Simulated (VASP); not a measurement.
# P (P4/mmm) in VASP: a series of runs, part 2 of 2

VASP 6.6.1. Earlier steps stand in the parts before.

**3. Relaxation of cell and atoms, PBE**

This run uses another cell than the first one, of 14.80 Å³/atom, 1.013 times its volume.

Input file INCAR:

```
  ALGO = Normal
  EDIFF = 1E-6
  EDIFFG = -0.01
  ENCUT = 600
  GGA = PE
  IBRION = 2
  ISIF = 3
  ISMEAR = 0
  LASPH = T
  LCHARG = F
  LREAL = F
  LWAVE = F
  NELM = 100
  NSW = 100
  PREC = Accurate
  SIGMA = 0.1
```

Input file KPOINTS:

```
k-points
0
Gamma
  22 22 24
```

Input file POSCAR:

```
P
1.0
    2.5000148504      0.0000000000      0.0000000000
    0.0000000000      2.5000148504      0.0000000000
    0.0000000000      0.0000000000      2.3674923245
P
1
Direct
    0.0000000000      0.0000000000      0.5000000000
```

Potentials or basis: VASP PAW PBE potentials, release 64 (P).

The run is started by

```console
> cat potpaw_PBE.64/P/POTCAR > POTCAR
> mpirun -np 1 vasp_std > vasp.out
```

OUTCAR:

```text
EDIFF = 1E-6
   EDIFFG = -0.01
   ENCUT = 600
   GGA = PE
   IBRION = 2
   ISIF = 3
   ISMEAR = 0
   LASPH = T
   LREAL = F
   NELM = 100
   NSW = 100
   PREC = Accurate

 ion  position               nearest neighbor table
   1  0.000  0.000  0.500-

  LATTYP: Found a simple tetragonal cell.
 ALAT       =     2.5000148504
 C/A-ratio  =     0.9469913045

  Lattice vectors:

 A1 = (   2.5000148504,   0.0000000000,   0.0000000000)
 A2 = (   0.0000000000,   2.5000148504,   0.0000000000)
 A3 = (   0.0000000000,   0.0000000000,   2.3674923245)

Analysis of symmetry for initial positions (statically):
=====================================================================
 Subroutine PRICEL returns:
 Original cell was already a primitive cell.

 Routine SETGRP: Setting up the symmetry group for a
 simple tetragonal supercell.

 Subroutine GETGRP returns: Found 16 space group operations
 (whereof 16 operations were pure point group operations)
 out of a pool of 16 trial point group operations.

The static configuration has the point symmetry D_4h.

Analysis of symmetry for dynamics (positions and initial velocities):
=====================================================================
 Subroutine PRICEL returns:
 Original cell was already a primitive cell.

 Routine SETGRP: Setting up the symmetry group for a
 simple tetragonal supercell.

 Subroutine GETGRP returns: Found 16 space group operations
 (whereof 16 operations were pure point group operations)
 out of a pool of 16 trial point group operations.

The dynamic configuration has the point symmetry D_4h.

 Subroutine INISYM returns: Found 16 space group operations
 (whereof 16 operations are pure point group operations),
 and found     1 'primitive' translations

----------------------------------------------------------------------------------------

                                     Primitive cell

[... 115 lines left out ...]
   AEXX    =    0.0000 exact exchange contribution
   IVDW    =     0    specifies the selected vdW correction
   LEPSILON=     F    determine dielectric tensor
   LRPA    =     F    only Hartree local field effects (RPA)
 conjugate gradient relaxation of ions
 non-spin polarized calculation
 Gauss-broadening in eV      SIGMA  =   0.10
  energy-cutoff  :      600.00
  volume of cell :       14.80
 maximum number of plane-waves:       512
 NGX is ok and might be reduce to    20
   NGX =  9   NGY =  9   NGZ =  9

--------------------------------------- Ionic step        1  -------------------------------------------

 number of electron       4.9999999 magnetization

 Free energy of the ion-electron system (eV)
  ---------------------------------------------------
  ext. energy  EPLUGINS =         0.00000000
  ---------------------------------------------------
  free energy    TOTEN  =        -5.25512278 eV

  energy without entropy =       -5.25385409  energy(sigma->0) =       -5.25448843

------------------------ aborting loop because EDIFF is reached ----------------------------------------

  FORCE on cell =-STRESS in cart. coord.  units (eV):
  Direction    XX          YY          ZZ          XY          YZ          ZX
  --------------------------------------------------------------------------------------
  -------------------------------------------------------------------------------------
  Total       -0.4746188     -0.4746188      0.7400288      0.0000000      0.0000000      0.0000000
  in kB      -51.3903769    -51.3903769     80.1282094      0.0000000      0.0000000      0.0000000
  external PRESSURE =      -7.5508481 kB  Pullay stress =       0.0000000 kB
[... 162 lines left out ...]
--------------------------------------- Ionic step        6  -------------------------------------------

 number of electron       5.0000001 magnetization

 Free energy of the ion-electron system (eV)
  ---------------------------------------------------
  ext. energy  EPLUGINS =         0.00000000
  ---------------------------------------------------
  free energy    TOTEN  =        -5.27388865 eV

  energy without entropy =       -5.27223568  energy(sigma->0) =       -5.27306216

 E-fermi :   9.6116     XC(G=0): -11.2737

 val. band max:        9.6105161825   @ k =   0.0909   0.0909   0.1667
 cond. band min:       9.6155737014   @ k =   0.4091   0.0000   0.2500
 fundamental gap:      0.0050575189
 Fermi energy:         9.6115876044

 k-point     1 :       0.0000    0.0000    0.0000
  band No.  band energies     occupation
      1      -6.8621      2.00000
      2      14.6081      0.00000
      3      14.6081      0.00000
      4      14.6978      0.00000
      5      16.4203      0.00000
      6      16.4442      0.00000
[... 199 lines left out ...]
 k-point    24 :       0.0909    0.0909    0.0000
  band No.  band energies     occupation
      1      -6.4864      2.00000
      2      11.7579      0.00000
      3      12.6845      0.00000
      4      14.9925      0.00000
      5      17.9395      0.00000
      6      19.9383      0.00000

 [... further k-points ...]
[... 5 lines left out ...]
  --------------------------------------------------------------------------------------
  -------------------------------------------------------------------------------------
  Total        0.0040180      0.0040180     -0.0072039      0.0000000      0.0000000      0.0000000
  in kB        0.4415991      0.4415991     -0.7917460      0.0000000      0.0000000      0.0000000
  external PRESSURE =       0.0304841 kB  Pullay stress =       0.0000000 kB
[... 16 lines left out ...]
  FREE ENERGIE OF THE ION-ELECTRON SYSTEM (eV)
  ---------------------------------------------------
  free  energy   TOTEN  =        -5.2738886496 eV

  energy  without entropy=       -5.2722356800  energy(sigma->0) =       -5.27306216

 reached required accuracy - stopping structural energy minimisation
```

OSZICAR:

```text
N       E                     dE             d eps       ncg     rms          rms(c)
DAV:   1     0.547435333634E+01    0.54744E+01   -0.22599E+03 12288   0.704E+02
DAV:   2    -0.510910437715E+01   -0.10583E+02   -0.10002E+02 17448   0.744E+01
DAV:   3    -0.525210269551E+01   -0.14300E+00   -0.14187E+00 14712   0.109E+01
[... 36 lines left out ...]
       N       E                     dE             d eps       ncg     rms          rms(c)
DAV:   1    -0.527391554121E+01   -0.51420E-04   -0.99888E-04 12690   0.212E-01    0.355E-02
DAV:   2    -0.527389756598E+01    0.17975E-04   -0.14050E-05 14424   0.347E-02    0.191E-02
DAV:   3    -0.527388875489E+01    0.88111E-05   -0.16488E-05 13056   0.268E-02    0.630E-03
DAV:   4    -0.527388864957E+01    0.10533E-06   -0.56501E-08  6684   0.273E-03
   6 F= -.52738886E+01 E0= -.52730622E+01  d E =-.123321E-03
```

Run time: 2.5 min. Hardware: 1 thread of Intel Xeon Platinum 8259CL at 2.50GHz (Skylake/Cascade Lake), shared host; peak memory 0.21 GiB.

What came out:

```yaml
Free_energy: -5.2739 eV
Relaxed_volume: 14.58 Å³/atom
Relaxed_cell: a = 2.445 Å, b = 2.445 Å, c = 2.439 Å, α = 90.00°, β = 90.00°, γ = 90.00°
Space_group_after_relaxing_to_0.05_Å: Pm-3m (No. 221)
Energy_gained_by_relaxing: 18.8 meV/atom
Ionic_steps: 6
Pressure_after_relaxing: 0.0 GPa
```

The path:
```csv
step,energy change (eV),largest force (eV/Å),pressure (GPa),volume (Å³)
1,0.0000,0.0000,-0.76,14.80
2,-0.0184,0.0000,-0.46,14.63
3,-0.0186,0.0000,-0.54,14.65
4,-0.0186,0.0000,-0.53,14.65
5,-0.0187,0.0000,0.24,14.55
6,-0.0188,0.0000,0.00,14.58
```

Final structure:
```yaml
crystal:
  lattice:
    - [2.44462, 0.00000, 0.00000]
    - [0.00000, 2.44462, 0.00000]
    - [0.00000, 0.00000, 2.43934]
  atoms:
    - { symbol: P, position: [0.00000, 0.00000, 0.50000] }
```

Levels at points of the mesh, in eV from the Fermi level:
| k point | band 1 | band 2 | band 3 | band 4 | band 5 | band 6 |
| --- | --- | --- | --- | --- | --- | --- |
| (0.00, 0.00, 0.00) | -16.47 | 5.00 | 5.00 | 5.09 | 6.81 | 6.83 |
| (0.50, 0.00, 0.00) | -12.17 | -8.64 | 7.80 | 7.89 | 9.37 | 14.35 |
| (0.50, 0.50, 0.00) | -7.51 | -5.26 | -5.26 | 1.02 | 10.48 | 17.11 |
| (0.00, 0.00, 0.50) | -12.13 | -8.64 | 7.83 | 7.83 | 9.39 | 14.34 |
| (0.50, 0.00, 0.50) | -7.46 | -5.27 | -5.23 | 1.02 | 10.43 | 16.86 |
| (0.50, 0.50, 0.50) | -2.20 | -2.15 | -2.15 | -1.66 | 4.69 | 4.69 |
